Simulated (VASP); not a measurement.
Input of a VASP 6.6.1 run:

INCAR

```
SYSTEM = GaSi62
  ALGO = Normal
  EDIFF = 1E-6
  ENCUT = 520
  GGA = PE
  ISIF = 2
  ISMEAR = 0
  ISPIN = 2
  IVDW = 12
  LASPH = .True.
  LCHARG = .False.
  LORBIT = 11
  LREAL = Auto
  LWAVE = .False.
  MAGMOM = 0 0 0 0 0 0 0 0 0 0 0 0 0 0 0 0 0 0 0 0 0 0 0 0 0 0 0 0 0 0 0 0 0 0 0 0 0 0 0 0 0 0 0 0 0.14 0 0 0 0 0 0 0 0 0 0 0 0 0 0 0 0 0 0
  NBANDS = 172
  NELM = 150
  PREC = Accurate
  SIGMA = 0.02
```

File KPOINTS:

```
k-points
0
Gamma
  1 1 1
  0 0 0
```

POSCAR

```
GaSi62
1.0
   10.8600000000      0.0000000000      0.0000000000
    0.0000000000     10.8600000000      0.0000000000
    0.0000000000      0.0000000000     10.8600000000
Si Ga
62 1
Direct
    0.4998743094      0.0021049724      0.0023317680
    0.6252261510      0.1265921731      0.1260466851
    0.7498547882      0.2515240331     -0.0003908840
    0.8746610497      0.3755581031      0.1257908840
    0.7488881215      0.0021267956      0.2521608656
    0.8767215470      0.1243347145      0.3770993554
   -0.0001904236      0.0009459484      0.0003681400
    0.1250696133      0.1250999079      0.1258174033
    0.2492093923      0.2504936464      0.0004132597
    0.3739621547      0.3758451197      0.1271232044
    0.4987484346      0.5013070902     -0.0015664825
    0.6250920810      0.6251537753      0.1233146409
    0.7488856354      0.7515182320     -0.0016357274
    0.8743186924      0.8761527624      0.1270981584
    0.2499302947      0.0002175875      0.2513042357
    0.3760488029      0.1207349908      0.3797487109
    0.4997606814      0.2485843462      0.2508965009
    0.6254666667      0.3726234807      0.3742381215
    0.7496523941      0.5006220994      0.2498176796
    0.8775461326      0.6247851750      0.3742950276
    0.4940656538     -0.0109427256      0.5063883057
    0.6212633517      0.1209933702      0.6259315838
    0.7492325967      0.2481360958      0.4999950276
    0.8742592081      0.3758851750      0.6266588398
    0.7512088398      0.0023830571      0.7505946593
    0.8761761510      0.1268808471      0.8755794659
   -0.0012805709      0.5003686924     -0.0004452118
    0.1235679558      0.6250096685      0.1259833333
    0.2481020258      0.7504166667      0.0022795580
    0.3750375691      0.8751940147      0.1261822284
   -0.0000302947      0.2502419890      0.2502500921
    0.1257988029      0.3735757827      0.3770097606
    0.2480982505      0.5013609576      0.2520660221
    0.3770358195      0.6261180479      0.3768103131
    0.5008471455      0.7493258748      0.2489744936
    0.6239343462      0.8731177716      0.3769075506
    0.0019504604     -0.0009549724      0.5018293738
    0.1282323204      0.1219747698      0.6275231123
    0.2510340700      0.2483948435      0.5018234807
    0.3750594843      0.3750563536      0.6258784530
    0.5005501842      0.4969248619      0.4977402394
    0.6245895948      0.6255348066      0.6168050645
    0.7532112339      0.7496909761      0.4978133517
    0.8751605893      0.8751738490      0.6258788214
    0.2553915285     -0.0048243094      0.7490854512
    0.3750405157      0.1248106814      0.8760515654
    0.4994288214      0.2493924494      0.7500377532
    0.6240331492      0.3758259669      0.8742872007
    0.7472635359      0.5030333333      0.7491413444
    0.8744729282      0.6262721915      0.8742574586
    0.0016132597      0.7504727440      0.2508813076
    0.1295253223      0.8739651013      0.3797355433
    0.0020523941      0.5009856354      0.5000186924
    0.1292363720      0.6289343462      0.6257842541
    0.2614666667      0.7562040516      0.5064279006
    0.0006408840      0.2495584715      0.7491392265
    0.1233155617      0.3740483425      0.8754941989
    0.2478446593      0.4990656538      0.7505429098
    0.3682657459      0.6258158379      0.8756267035
    0.6242866483      0.8819254144      0.8755189687
    0.0009462247      0.7508439227      0.7499369245
    0.1255995396      0.8752546961      0.8758285451
    0.4997403315      0.7504173112      0.7476391344
```

Potentials or basis: VASP PAW PBE potentials, release 64 (Si, Ga_d).

Command:

```sh
$ cat potpaw_PBE.64/Si/POTCAR potpaw_PBE.64/Ga_d/POTCAR > POTCAR
$ mpirun -np 1 vasp_gam > vasp.out
```

**Question.** Predict the dispersion energy per atom.

**Answer.** -0.315 eV.

**Question.** Predict the site moments.

**Answer.** Si -0.00, +0.00, +0.01, +0.03, +0.14, +0.04 (each value once); Ga +0.00 μB.

**Question.** Estimate the pressure.

**Answer.** -0.3 GPa.

Forces in eV/Å, atoms in the order of the input:
```
Si   0.000  0.001  0.000
Si   0.001  0.000  0.001
Si   0.000 -0.004 -0.001
Si  -0.001  0.002  0.001
Si   0.000 -0.002  0.000
Si   0.001 -0.001  0.000
Si   0.000 -0.001  0.000
Si   0.002 -0.001  0.000
Si  -0.002  0.000  0.001
Si   0.000  0.001  0.000
Si   0.002 -0.001  0.001
Si  -0.001  0.000 -0.001
Si  -0.001 -0.002  0.000
Si  -0.001  0.004  0.001
Si  -0.001  0.001 -0.002
Si  -0.004  0.003 -0.003
Si   0.002 -0.001  0.001
Si   0.000  0.002  0.000
Si  -0.001  0.001 -0.001
Si  -0.001  0.000  0.000
Si   0.002 -0.004 -0.005
Si   0.003  0.003  0.002
Si   0.000  0.001 -0.002
Si   0.000  0.002  0.002
Si   0.000 -0.001  0.000
Si   0.001  0.001  0.000
Si   0.001  0.000  0.000
Si   0.001  0.000  0.000
Si   0.000  0.000  0.000
Si   0.000  0.000  0.003
Si  -0.001  0.003  0.005
Si   0.001 -0.001  0.001
Si   0.000 -0.002  0.001
Si   0.000  0.000  0.000
Si   0.001 -0.002  0.000
Si   0.001  0.001 -0.002
Si   0.000  0.000  0.001
Si   0.000  0.001 -0.003
Si   0.001  0.000 -0.001
Si  -0.001  0.000  0.001
Si   0.002 -0.003 -0.001
Si   0.002 -0.001  0.000
Si   0.003 -0.003 -0.002
Si  -0.001  0.000  0.001
Si  -0.006  0.003  0.006
Si   0.000 -0.002  0.001
Si  -0.001 -0.003  0.000
Si   0.000  0.001 -0.002
Si  -0.001  0.001 -0.002
Si  -0.002  0.001 -0.002
Si  -0.001 -0.003  0.001
Si  -0.002  0.005 -0.003
Si  -0.002  0.000 -0.002
Si  -0.001 -0.002  0.003
Si  -0.001 -0.003 -0.004
Si   0.001 -0.002  0.001
Si   0.000  0.001  0.001
Si   0.000 -0.001  0.000
Si  -0.003 -0.001  0.003
Si   0.004  0.003  0.003
Si   0.001 -0.002  0.000
Si   0.003  0.004  0.001
Ga   0.001  0.000 -0.003
```

Caveat: the k points lie up to 0.58 Å⁻¹ apart.
